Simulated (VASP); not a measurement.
Here is a VASP 6.6.1 calculation.

The input INCAR:

```
SYSTEM = Pd
ALGO = Normal ; EDIFF = 1E-6
ENCUT = 500 ; GGA = CA
GGA_COMPAT = .False. ; ISIF = 2
ISMEAR = -1 ; LASPH = .True.
LCHARG = .False. ; LREAL = .False.
LWAVE = .False. ; NBANDS = 17
NELM = 120 ; PREC = Accurate
SIGMA = 0.1
```

File KPOINTS:

```
k-points
0
Gamma
  5 5 5
  0 0 0
```

The input POSCAR:

```
Pd
1.0
    0.0000000000      2.8173935966      2.8173935966
    2.8173935966      0.0000000000      2.8173935966
    2.8173935966      2.8173935966      0.0000000000
Pd
2
Direct
    0.0000000000      0.0000000000      0.0000000000
    0.2500000000      0.2500000000      0.2500000000
```

Potentials or basis: VASP PAW LDA potentials, release 64 (Pd).

Command:

```sh
$ cat potpaw_LDA.64/Pd/POTCAR > POTCAR
$ mpirun -np 1 vasp_std > vasp.out
```

Question: Estimate the pressure.

Answer: -0.1 GPa.

Question: Predict the band gap on the k mesh.

Answer: Zero (band 10 reaches 4.73 eV, above the bottom of band 11 at 4.35 eV).

Caveat: the k points lie up to 0.39 Å⁻¹ apart.
